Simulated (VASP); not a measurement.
Wanted: the native input for a VASP 6.6.1 run.

| Property | Result |
| --- | --- |
| Task | single point |
| Functional | PBEsol |
| Potentials or basis | VASP PAW PBE potentials, release 64 (K_sv, Ta_pv, O) |
| Cutoff | 520 eV |
| k mesh | 8 × 8 × 8 |
| Occupations | gaussian, width 0.05 eV |
| Spin | no spin polarisation |
| Dipole correction | no |
| Further INCAR settings | ALGO = Normal; EDIFF = 1e-07; NBANDS = 27 |

The structure of KTaO3 lies in POSCAR:

```
KTaO3
1.0
    3.9495753429      0.0000000000      0.0000000000
    0.0000000000      3.9495753429      0.0000000000
    0.0000000000      0.0000000000      3.9495753429
K Ta O
1 1 3
Direct
    0.5000000000      0.5000000000      0.5000000000
    0.0000000000      0.0000000000      0.0000000000
    0.5000000000      0.0000000000      0.0000000000
    0.0000000000      0.5000000000      0.0000000000
    0.0000000000      0.0000000000      0.5000000000
```

This cell differs from its parent crystal: volume 12.322 Å^3 an atom, c/a of the conventional cell 1.0000.

One way to write it, as run:

INCAR

```
  PREC = Accurate
  ENCUT = 520
  EDIFF = 1E-7
  ISMEAR = 0
  SIGMA = 0.05
  LREAL = False
  LASPH = True
  NELM = 80
  ALGO = Normal
  ISIF = 2
  LWAVE = False
  LCHARG = False
  GGA = PS
  NBANDS = 27
```

KPOINTS

```
regular mesh
0
Gamma
  8 8 8
```

Potentials or basis: VASP PAW PBE potentials, release 64 (K_sv, Ta_pv, O).

The run is started by

```console
$ cat potpaw_PBE.64/K_sv/POTCAR potpaw_PBE.64/Ta_pv/POTCAR potpaw_PBE.64/O/POTCAR > POTCAR
$ mpirun -np 1 vasp_std > vasp.out
```

Results of the run:

| Property | Result |
| --- | --- |
| Pressure | 6.7 GPa |
| Band gap on the k mesh | 2.14 eV, indirect (least direct gap 2.75 eV) |

Caveat: the PAW data sets were made with another functional, which shifts forces and pressure a little; spin-orbit coupling is left out, which moves the levels of the heavy elements.

Wall time 72 s on 1 thread of Intel(R) Xeon(R) Platinum 8259CL CPU @ 2.50GHz (Skylake/Cascade Lake), on a shared host, peak memory 0.2 GiB.
